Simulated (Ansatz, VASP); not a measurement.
Two plane-wave programs on As

```
As
1.0
     3.51290    0.00000    0.00000
    -1.75645    3.04226    0.00000
     0.00000    0.00000   26.60000
As
2
Cartesian
  0.0000 2.0282 7.0091
  1.7564 1.0141 8.3909
```

Alike in both runs: functional LDA; k mesh 12 × 12 × 1; occupations gaussian, width 0.03 eV; no spin polarisation.

Ansatz relaxed the structure, and its values are those at the end. VASP's run is a single point on that final structure, the one shown.

|  | VASP | Ansatz |
| --- | --- | --- |
| version | VASP 6.6.1 | Ansatz 0.2.0 |
| potentials or method | VASP PAW LDA potentials, release 64 (As), cutoff 400 eV | scalar-relativistic, plane waves, PAW |
| valence electrons in the cell | 10 | 30 |

VASP gave:

| Property | Result |
| --- | --- |
| gap on the k mesh at the Fermi level (eV) | 1.43 |
| least direct gap on the mesh (eV) | 2.11 |
| rms of the force components (eV/Å) | 0.076 |

**Question.** Which values does Ansatz return?

**Answer.** gap on the k mesh at the Fermi level (eV): 1.42; least direct gap on the mesh (eV): 2.11; rms of the force components (eV/Å): 0.000.

Ansatz warns that its potentials were made for another functional, while VASP's fit it. LDA's correlation is that of Perdew and Zunger in VASP and of Perdew and Wang (1992) in Ansatz. VASP's potentials hold 10 valence electrons a cell and Ansatz's 30, so a difference there can come from the potentials and not from the codes. Ansatz's warnings: slab cell height set, structure snapped to symmetry.
